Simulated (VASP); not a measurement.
A run of VASP 6.6.1 is set up as follows.

File INCAR:

```
SYSTEM = Ca
PREC     = Accurate       ! precision mode
ENCUT    = 520            ! plane-wave cutoff, eV
EDIFF    = 1E-6           ! SCF threshold, eV
ISMEAR   = 0              ! smearing method
SIGMA    = 0.15           ! smearing width, eV
LREAL    = .False.        ! projectors in reciprocal space
LASPH    = .True.         ! aspherical terms in the spheres
NELM     = 100            ! most SCF steps
ALGO     = Normal         ! electronic algorithm
ISIF     = 2              ! what is computed and relaxed
LWAVE    = .False.        ! write WAVECAR
LCHARG   = .True.         ! write CHGCAR
LELF     = .True.         ! ELF
LVHAR    = .True.       
NBANDS   = 11             ! bands
```

File KPOINTS:

```
Automatic mesh
0
Gamma
  16 16 16
  0 0 0
```

File POSCAR:

```
Ca
1.0
   -2.2400000000      2.2400000000      2.1504000000
    2.2400000000     -2.2400000000      2.1504000000
    2.2400000000      2.2400000000     -2.1504000000
Ca
1
Direct
    0.0000000000      0.0000000000      0.0000000000
```

Potentials or basis: VASP PAW LDA potentials, release 64 (Ca_sv).

Run with:

```sh
$ cat potpaw_LDA.64/Ca_sv/POTCAR > POTCAR
$ mpirun -np 1 vasp_std > vasp.out
```

(1) What does it give for the pressure?

(2) Predict the band gap on the k mesh.

Results:

(1) -2.0 GPa.

(2) zero (band 5 reaches 2.05 eV, above the bottom of band 6 at 1.67 eV).

Caveat: the cell differs from its parent crystal (strain -0.0400 x Voigt [0, 0, 1, 0, 0, 0]).
